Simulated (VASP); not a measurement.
# SiC (rocksalt type) (Fm-3m) in VASP: further runs

Runs on SiC (rocksalt type). Level: PBE. Tasks: single point.

Program: VASP 6.6.1. These are calculated values, not measurements. Logs are shortened: lines on timing, memory, paths and dates and some standing lists are left out, and cuts for length are marked.

**1. The cell of the first run**

It takes space group Fm-3m (No. 225, cubic). Conventional cell: a = 3.459 Å, b = 3.459 Å, c = 3.459 Å, α = 90.00°, β = 90.00°, γ = 90.00°. Si (site symmetry m-3m) has 6 C at 1.73 Å within 2.3 Å. Within 2.3 Å of C (site symmetry m-3m) lie 6 Si at 1.73 Å.

**2. Single point, PBE**

Input file INCAR:

```
  PREC = Accurate
  ENCUT = 520
  EDIFF = 1E-6
  ISMEAR = -1
  SIGMA = 0.05
  LREAL = False
  LASPH = True
  NELM = 100
  ALGO = Normal
  ISIF = 2
  LWAVE = False
  LCHARG = False
  GGA = PE
  NBANDS = 11
```

Input file KPOINTS:

```
Automatic mesh
0
Gamma
  18 18 18
```

Input file POSCAR:

```
SiC
1.0
    0.0000000000      1.7292865305      1.7292865305
    1.7292865305      0.0000000000      1.7292865305
    1.7292865305      1.7292865305      0.0000000000
Si C
1 1
Direct
    0.0000000000      0.0000000000      0.0000000000
    0.5000000000      0.5000000000      0.5000000000
```

Potentials or basis: VASP PAW PBE potentials, release 64 (Si, C).

Started as:

```sh
$ cat potpaw_PBE.64/Si/POTCAR potpaw_PBE.64/C/POTCAR > POTCAR
$ mpirun -np 1 vasp_std > vasp.out
```

OUTCAR:

```text
PREC = Accurate
   ENCUT = 520
   EDIFF = 1E-6
   ISMEAR = -1
   LREAL = False
   LASPH = True
   NELM = 100
   ISIF = 2
   GGA = PE

 ion  position               nearest neighbor table
   1  0.000  0.000  0.000-   2 1.73   2 1.73   2 1.73   2 1.73   2 1.73   2 1.73
   2  0.500  0.500  0.500-   1 1.73   1 1.73   1 1.73   1 1.73   1 1.73   1 1.73

  LATTYP: Found a face centered cubic cell.
 ALAT       =     3.4585730610

  Lattice vectors:

 A1 = (   0.0000000000,   1.7292865305,   1.7292865305)
 A2 = (   1.7292865305,   0.0000000000,   1.7292865305)
 A3 = (   1.7292865305,   1.7292865305,   0.0000000000)

Analysis of symmetry for initial positions (statically):
=====================================================================
 Subroutine PRICEL returns:
 Original cell was already a primitive cell.

 Routine SETGRP: Setting up the symmetry group for a
 face centered cubic supercell.

 Subroutine GETGRP returns: Found 48 space group operations
 (whereof 48 operations were pure point group operations)
 out of a pool of 48 trial point group operations.

The static configuration has the point symmetry O_h .

Analysis of symmetry for dynamics (positions and initial velocities):
=====================================================================
 Subroutine PRICEL returns:
 Original cell was already a primitive cell.

 Routine SETGRP: Setting up the symmetry group for a
 face centered cubic supercell.

 Subroutine GETGRP returns: Found 48 space group operations
 (whereof 48 operations were pure point group operations)
 out of a pool of 48 trial point group operations.

The dynamic configuration has the point symmetry O_h .

 Subroutine INISYM returns: Found 48 space group operations
 (whereof 48 operations are pure point group operations),
 and found     1 'primitive' translations

----------------------------------------------------------------------------------------

                                     Primitive cell

  volume of cell :      10.3426

  direct lattice vectors                    reciprocal lattice vectors
     0.000000000  1.729286531  1.729286531    -0.289136584  0.289136584  0.289136584
     1.729286531  0.000000000  1.729286531     0.289136584 -0.289136584  0.289136584
     1.729286531  1.729286531  0.000000000     0.289136584  0.289136584 -0.289136584

  length of vectors
[... 79 lines left out ...]
   LASPH  =      T    aspherical Exc in radial PAW
   ENCUT  =  520.0 eV  38.22 Ry    6.18 a.u.   4.55  4.55  4.55*2*pi/ulx,y,z
   NELM   =    100;   NELMIN=  2; NELMDL= -5     # of ELM steps
   EDIFF  = 0.1E-05   stopping-criterion for ELM
   LREAL  =      F    real-space projection
[... 7 lines left out ...]
   TEBEG  =    0.0;   TEEND  =   0.0 temperature during run
   PSTRESS=    0.0 pullay stress
   NELECT =       8.0000    total number of electrons
   NUPDOWN=      -1.0000    fix difference up-down
   EMIN   =  10.00;   EMAX   =-10.00  energy-range for DOS
   EFERMI =   0.00;   METHOD = LEGACY
   ISMEAR =    -1;   SIGMA  =   0.05  broadening in eV -4-tet -1-fermi 0-gaus
   EFERMI_NEDOS =   21; number of points for ismear=-14 and -15
   IALGO  =     38    algorithm
   IMIX   =      4    mixing-type and parameters
     AMIX     =   0.40;   BMIX     =  1.00
     AMIX_MAG =   1.60;   BMIX_MAG =  1.00
  volume/ion in A,a.u.               =       5.17        34.90
  Fermi-wavevector in a.u.,A,eV,Ry     =   1.502777  2.839837 30.726563  2.258339
  Thomas-Fermi vector in A             =   2.613973
   LORBIT       =      0    0 simple, 1 ext, 2 COOP (PROOUT), +10 PAW based schemes
   GGA     = PE    functional components
   LHFCALC =     F    Hartree Fock is set to
   AEXX    =    0.0000 exact exchange contribution
   IVDW    =     0    specifies the selected vdW correction
   LEPSILON=     F    determine dielectric tensor
   LRPA    =     F    only Hartree local field effects (RPA)
 non-spin polarized calculation
  energy-cutoff  :      520.00
  volume of cell :       10.34
 maximum number of plane-waves:       291
   NGX =  9   NGY =  9   NGZ =  9

 number of electron       7.9999999 magnetization

 Free energy of the ion-electron system (eV)
  ---------------------------------------------------
  ext. energy  EPLUGINS =         0.00000000
  ---------------------------------------------------
  free energy    TOTEN  =        -9.32627368 eV

  energy without entropy =       -9.32593417  energy(sigma->0) =       -9.32610393

 E-fermi :  21.0795     XC(G=0): -14.9718

 val. band max:       21.0583717808   @ k =   0.4444   0.4444   0.0000
 cond. band min:      21.1046505586   @ k =   0.0000   0.0000   0.0000
 fundamental gap:      0.0462787778
 Fermi energy:        21.0794978800

 k-point     1 :       0.0000    0.0000    0.0000
  band No.  band energies     occupation
      1      -3.7307      2.00000
      2      21.1047      0.75365
      3      21.1047      0.75365
      4      21.1047      0.75364
      5      30.0376      0.00000
      6      30.0376      0.00000
      7      30.0376      0.00000
      8      37.4434      0.00000
      9      37.4434      0.00000
     10      37.6926      0.00000
     11      39.0640      0.00000
[... 309 lines left out ...]
 k-point    24 :      -0.2222    0.0556    0.0000
  band No.  band energies     occupation
      1      -1.7482      2.00000
      2      13.9950      2.00000
      3      18.5891      2.00000
      4      19.9179      2.00000
      5      29.8473      0.00000
      6      30.7962      0.00000
      7      31.4735      0.00000
      8      34.6527      0.00000
      9      36.9317      0.00000
     10      39.1727      0.00000
     11      41.3182      0.00000

 [... further k-points ...]

------------------------ aborting loop because EDIFF is reached ----------------------------------------

  FORCE on cell =-STRESS in cart. coord.  units (eV):
  Direction    XX          YY          ZZ          XY          YZ          ZX
  --------------------------------------------------------------------------------------
  -------------------------------------------------------------------------------------
  Total       20.6245783     20.6245783     20.6245783     -0.0000000     -0.0000000     -0.0000000
  in kB     3194.9553112   3194.9553112   3194.9553112     -0.0000000     -0.0000000     -0.0000000
  external PRESSURE =    3194.9553112 kB  Pullay stress =       0.0000000 kB

 VOLUME and BASIS-vectors are now :
 -----------------------------------------------------------------------------
  energy-cutoff  :      520.00
  volume of cell :       10.34
      direct lattice vectors                 reciprocal lattice vectors
     0.000000000  1.729286531  1.729286531    -0.289136584  0.289136584  0.289136584
     1.729286531  0.000000000  1.729286531     0.289136584 -0.289136584  0.289136584
     1.729286531  1.729286531  0.000000000     0.289136584  0.289136584 -0.289136584

 POSITION                                       TOTAL-FORCE (eV/Angst)
 -----------------------------------------------------------------------------------
      0.00000      0.00000      0.00000        -0.000000      0.000000     -0.000000
      1.72929      1.72929      1.72929         0.000000     -0.000000      0.000000
 -----------------------------------------------------------------------------------
    total drift:                               -0.000000     -0.000000     -0.000000

  FREE ENERGIE OF THE ION-ELECTRON SYSTEM (eV)
  ---------------------------------------------------
  free  energy   TOTEN  =        -9.3262736792 eV

  energy  without entropy=       -9.3259341732  energy(sigma->0) =       -9.32610393
```

OSZICAR:

```text
N       E                     dE             d eps       ncg     rms          rms(c)
DAV:   1     0.471995502950E+01    0.47200E+01   -0.46545E+03  5030   0.657E+02
DAV:   2    -0.114496184490E+02   -0.16170E+02   -0.15448E+02  5439   0.117E+02
DAV:   3    -0.117020092341E+02   -0.25239E+00   -0.25202E+00  5064   0.104E+01
DAV:   4    -0.117022789952E+02   -0.26976E-03   -0.26974E-03  4691   0.415E-01
DAV:   5    -0.117022793198E+02   -0.32458E-06   -0.32457E-06  5065   0.121E-02    0.164E+01
DAV:   6    -0.957037396734E+01    0.21319E+01   -0.40818E+00  4509   0.119E+01    0.836E+00
DAV:   7    -0.933343705657E+01    0.23694E+00   -0.95831E-01  4931   0.610E+00    0.241E+00
DAV:   8    -0.932681824870E+01    0.66188E-02   -0.11046E-02  4618   0.797E-01    0.625E-01
DAV:   9    -0.932627095416E+01    0.54729E-03   -0.41697E-04  5350   0.192E-01    0.212E-01
DAV:  10    -0.932627270788E+01   -0.17537E-05   -0.41533E-06  4843   0.177E-02    0.233E-02
DAV:  11    -0.932627367923E+01   -0.97135E-06   -0.17918E-06  4081   0.995E-03
   1 F= -.93262737E+01 E0= -.93261039E+01  d E =-.339506E-03
```

It took 15 s on 1 thread of Intel Xeon Platinum 8259CL at 2.50GHz (Skylake/Cascade Lake), shared host; peak memory 0.13 GiB.

What came out:

- Free energy: -9.3263 eV
- Pressure: 319.5 GPa
- Band gap on the k mesh: zero (band 4 reaches 21.10 eV, above the bottom of band 5 at 20.91 eV)

**3. Single point, PBE**

Input file INCAR:

```
PREC = Accurate ; ENCUT = 520
EDIFF = 1E-6 ; ISMEAR = -1
SIGMA = 0.05 ; LREAL = F
LASPH = T ; NELM = 80
ALGO = Normal ; ISIF = 2
LWAVE = F ; LCHARG = F
GGA = PE ; NBANDS = 11
```

KPOINTS is that of step 2.

Input file POSCAR:

```
SiC
1.0
    0.0000000000      1.7292103360      1.7292103360
    1.7292103360      0.0000000000      1.7292103360
    1.7292103360      1.7292103360      0.0000000000
Si C
1 1
Direct
    0.0000000000      0.0000000000      0.0000000000
    0.5000000000      0.5000000000      0.5000000000
```

Potentials or basis: VASP PAW PBE potentials, release 64 (Si, C).

Started as:

```sh
$ cat potpaw_PBE.64/Si/POTCAR potpaw_PBE.64/C/POTCAR > POTCAR
$ mpirun -np 1 vasp_std > vasp.out
```

It took 14 s on 1 thread of Intel Xeon Platinum 8259CL at 2.50GHz (Skylake/Cascade Lake), shared host; peak memory 0.13 GiB.

The run converged. Its results:

| Item | Value |
| --- | --- |
| Free energy | -9.3235 eV |
| Pressure | 319.7 GPa |
| Band gap on the k mesh | zero (band 4 reaches 21.11 eV, above the bottom of band 5 at 20.91 eV) |

Levels at points of the mesh, in eV from the Fermi level:
```tsv
k point	band 1	band 2	band 3	band 4	band 5	band 6	band 7	band 8	band 9
(0.00, 0.00, 0.00)	-24.81	0.03	0.03	0.03	8.96	8.96	8.96	16.36	16.36
(0.50, 0.00, 0.00)	-17.50	-16.03	-2.70	-2.70	7.99	7.99	9.13	15.14	22.11
(0.50, 0.50, 0.00)	-14.78	-14.28	-6.43	-6.43	-0.17	3.14	22.28	23.14	23.14
```
